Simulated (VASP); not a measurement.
Here is a VASP 6.6.1 calculation.

The input INCAR:

```
SYSTEM = Y
ALGO     = Normal         ! electronic algorithm
EDIFF    = 1E-7           ! SCF threshold, eV
EDIFFG   = -0.04          ! ionic threshold
ENCUT    = 600            ! plane-wave cutoff, eV
GGA      = PE             ! functional
IBRION   = 2              ! ionic algorithm
ISIF     = 3              ! what is computed and relaxed
ISMEAR   = 0              ! smearing method
LASPH    = .TRUE.         ! aspherical terms in the spheres
LCHARG   = .FALSE.        ! write CHGCAR
LREAL    = .FALSE.        ! projectors in reciprocal space
LWAVE    = .FALSE.        ! write WAVECAR
NELM     = 60             ! most SCF steps
NSW      = 90             ! ionic steps
PREC     = Accurate       ! precision mode
SIGMA    = 0.1            ! smearing width, eV
```

The input KPOINTS:

```
k-points
0
G
  4 4 2
  0 0 0
```

Contents of POSCAR:

```
Y
1.0
    3.6968036256     -2.2046392531      0.0000000000
    3.6968036256      2.2046392531      0.0000000000
   -2.0648463043      0.0000000000      9.5713875455
Y
4
Direct
    0.0504000000      0.0504000000      0.0996000000
    0.9496000000      0.9496000000      0.9004000000
    0.5050000000      0.5050000000      0.6000000000
    0.4950000000      0.4950000000      0.4000000000
```

Potentials or basis: VASP PAW PBE potentials, release 64 (Y_sv).

Run with:

```sh
$ cat potpaw_PBE.64/Y_sv/POTCAR > POTCAR
$ mpirun -np 1 vasp_std > vasp.out
```

(1) Estimate the relaxed volume.

(2) Estimate the relaxed cell.

Results:

(1) 33.40 Å³/atom.

(2) a = 3.597 Å, b = 3.597 Å, c = 12.676 Å, α = 107.16°, β = 107.16°, γ = 60.04°.

Caveat: the k points lie up to 0.51 Å⁻¹ apart in the final cell, too coarse for converged energies and pressures of a metal; a cell axis changed by over 15 % at a fixed basis, so the end point is rough.
